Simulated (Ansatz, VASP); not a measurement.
One calculation of Pb, two programs

File INCAR:

```
  PREC = Accurate
  ENCUT = 520
  EDIFF = 1E-8
  ISMEAR = -1
  SIGMA = 0.05
  LREAL = F
  LASPH = T
  NELM = 60
  ALGO = Normal
  ISIF = 2
  LWAVE = F
  LCHARG = F
  GGA = PE
  LEFG = T
  NBANDS = 21
```

Contents of KPOINTS:

```
Automatic mesh
0
Gamma
  8 8 8
```

Contents of POSCAR:

```
Pb
1.0
    0.0000000000      3.4168854378      3.4168854378
    3.4168854378      0.0000000000      3.4168854378
    3.4168854378      3.4168854378      0.0000000000
Pb
2
Direct
   -0.1250000000     -0.1250000000     -0.1250000000
    0.1250000000      0.1250000000      0.1250000000
```

Input for Ansatz:

```yaml
crystal:
  lattice:
    - [0.0, 3.4168854378, 3.4168854378]
    - [3.4168854378, 0.0, 3.4168854378]
    - [3.4168854378, 3.4168854378, 0.0]
  atoms:
    - { symbol: Pb, position: [-0.125, -0.125, -0.125] }
    - { symbol: Pb, position: [0.125, 0.125, 0.125] }
kpoints:
  mp_grid: { grid: [8, 8, 8] }
scf:
  occupations: { method: fermi_dirac, width: 0.05 }
hamiltonian:
  xc: pbe
  pseudopotentials: { kind: all_electron, datasets: crystal }
output:
  forces: true
  stress: true
  eigenvalues: true
  efg: { contact_densities: true }
```

Change from the starting cell: shortest bond scaled by 1, crystal datasets.

Alike in both runs: task electric field gradients; functional PBE; k mesh 8 × 8 × 8; occupations fermi-dirac, width 0.05 eV; no spin polarisation.

|  | VASP | Ansatz |
| --- | --- | --- |
| version | VASP 6.6.1 | Ansatz 0.2.0 |
| potentials or method | VASP PAW PBE potentials, release 64 (Pb_d), cutoff 520 eV | all-electron PAW with datasets made for the crystal, scalar-relativistic |

|  | VASP | Ansatz | Ansatz less VASP |
| --- | --- | --- | --- |
| pressure (GPa) | 3.0 | 3.1 | +0.06 |

Ansatz ran all-electron here, and VASP with PAW potentials.

Spin-orbit coupling is off throughout.
